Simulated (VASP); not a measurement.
Set up this calculation in VASP 6.6.1, as the native input.

* Task: relaxation of cell and atoms
* Functional: PBE
* Potentials or basis: VASP PAW PBE potentials, release 64 (Li_sv)
* Cutoff: 600 eV
* k mesh: 6 × 6 × 4
* Occupations: gaussian, width 0.1 eV
* Spin: no spin polarisation
* Dipole correction: no
* Further INCAR settings: ALGO = Normal; EDIFF = 1e-07; IBRION = 2; EDIFFG = -0.04; NSW = 90; ISIF = 3

The structure of Li lies in POSCAR:

```
Li
1.0
    4.1120614100      0.0000000000      0.0000000000
   -2.0560307100      3.5611496500      0.0000000000
    0.0000000000      0.0000000000      4.1115724900
Li
4
Direct
    0.3333333300      0.6666666700      0.4683305100
    0.0000000000      0.0000000000      0.4043261300
    0.6666666700      0.3333333300      0.6693064800
    0.3333333300      0.6666666700      0.1278462000
```

The cell was generated, and may not be a known phase.

One way to write it, as run:

INCAR

```
ALGO = Normal
EDIFF = 1E-7
EDIFFG = -0.04
ENCUT = 600
GGA = PE
IBRION = 2
ISIF = 3
ISMEAR = 0
LASPH = T
LCHARG = F
LREAL = F
LWAVE = F
NELM = 80
NSW = 90
PREC = Accurate
SIGMA = 0.1
```

KPOINTS

```
k-points
0
Gamma
  6 6 4
```

Potentials or basis: VASP PAW PBE potentials, release 64 (Li_sv).

Launch:

```bash
$ cat potpaw_PBE.64/Li_sv/POTCAR > POTCAR
$ mpirun -np 1 vasp_std > vasp.out
```

It gave:

```yaml
Relaxed_volume: 20.64 Å³/atom
Relaxed_cell: a = 4.306 Å, b = 4.306 Å, c = 5.141 Å, α = 90.00°, β = 90.00°, γ = 120.00°
Space_group_after_relaxing_to_0.1_Å: P6_3/mmc (No. 194)
Energy_gained_by_relaxing: 652.8 meV/atom
Ionic_steps: 19
Pressure_after_relaxing: 0.1 GPa
Largest_force_after_relaxing: 0.010 eV/Å
Band_gap_on_the_k_mesh: zero (bands 6 and 7 overlap by 1.34 eV)
```

Caveat: the k points lie up to 0.31 Å⁻¹ apart in the final cell, too coarse for converged energies and pressures of a metal; the cutoff is under 1.25 times the usual one of these potentials, so pressure, stress and relaxed cells hold a basis-set (Pulay) error; the volume moved by over 15 % at a fixed basis, so the end points are rough.

Run time: 6.3 min on 1 thread of Intel Xeon 8259CL, with other jobs on the host, peak memory 0.2 GiB.
